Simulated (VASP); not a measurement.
# Cr: single point with PBE

The system is Cr.

```
Cr
1.0
     2.46350    0.00000    0.00000
    -1.23175    2.13345    0.00000
     0.00000    0.00000    8.69362
Cr
4
Direct
  0.00000 0.00000 0.00000
  0.00000 0.00000 0.50000
  0.33333 0.66667 0.25000
  0.66667 0.33333 0.75000
```

This isn't the form of Cr at room conditions, which is bcc.

```
Program                : VASP 6.6.1
Task                   : single point
Functional             : PBE
Potentials or basis    : VASP PAW PBE potentials, release 64 (Cr_pv)
Cutoff                 : 500 eV
k mesh                 : 16 × 16 × 4
Occupations            : fermi-dirac, width 0.05 eV
Spin                   : collinear spin, antiferromagnetic start
Starting moments       : [1.5, 1.5, -1.5, -1.5] μB
Dipole correction      : no
Further INCAR settings : ALGO = Normal; EDIFF = 1e-06; NBANDS = 36
```

The pressure is 10.0 GPa and the band gap on the k mesh is zero (filled and empty bands overlap). The net moment is 0.00 μB per cell. The valence electrons inside the program's atomic spheres are Cr 11.11.

Stress tensor (GPa, compression positive):
```
10.45  0.00  0.00
 0.00 10.45  0.00
 0.00  0.00  8.96
```

Levels at points of the mesh, in eV from the Fermi level:
Spin up:
| k point | band 20 | band 21 | band 22 | band 23 | band 24 | band 25 | band 26 | band 27 | band 28 | band 29 |
| --- | --- | --- | --- | --- | --- | --- | --- | --- | --- | --- |
| (0.00, 0.00, 0.00) | -0.48 | -0.48 | -0.38 | -0.38 | -0.21 | -0.21 | -0.10 | -0.10 | -0.05 | 1.20 |
| (0.50, 0.00, 0.00) | -1.55 | -0.74 | -0.30 | -0.24 | 0.96 | 0.96 | 1.88 | 2.43 | 2.45 | 2.73 |
| (0.00, 0.00, 0.50) | -1.01 | -0.40 | -0.40 | -0.40 | -0.40 | -0.20 | -0.20 | -0.20 | -0.20 | 1.39 |
| (0.50, 0.00, 0.50) | -1.67 | 0.09 | 0.09 | 0.16 | 0.16 | 0.70 | 0.70 | 1.97 | 1.97 | 2.94 |
Spin down:
```
           k point  band 21  band 22  band 23  band 24  band 25  band 26  band 27  band 28
(0.00, 0.00, 0.00)    -0.48    -0.38    -0.38    -0.21    -0.21    -0.10    -0.10    -0.05
(0.50, 0.00, 0.00)    -0.74    -0.30    -0.24     0.96     0.96     1.88     2.43     2.45
(0.00, 0.00, 0.50)    -0.40    -0.40    -0.40    -0.40    -0.20    -0.20    -0.20    -0.20
(0.50, 0.00, 0.50)     0.09     0.09     0.16     0.16     0.71     0.71     1.97     1.97
```

Run time: 5.1 min on 1 thread of Oxide Virtual Turin-like Processor, with other jobs on the host, peak memory 0.26 GiB.

Caveat: the cell stands under pressure; the moments typed at the start vanished in this run.
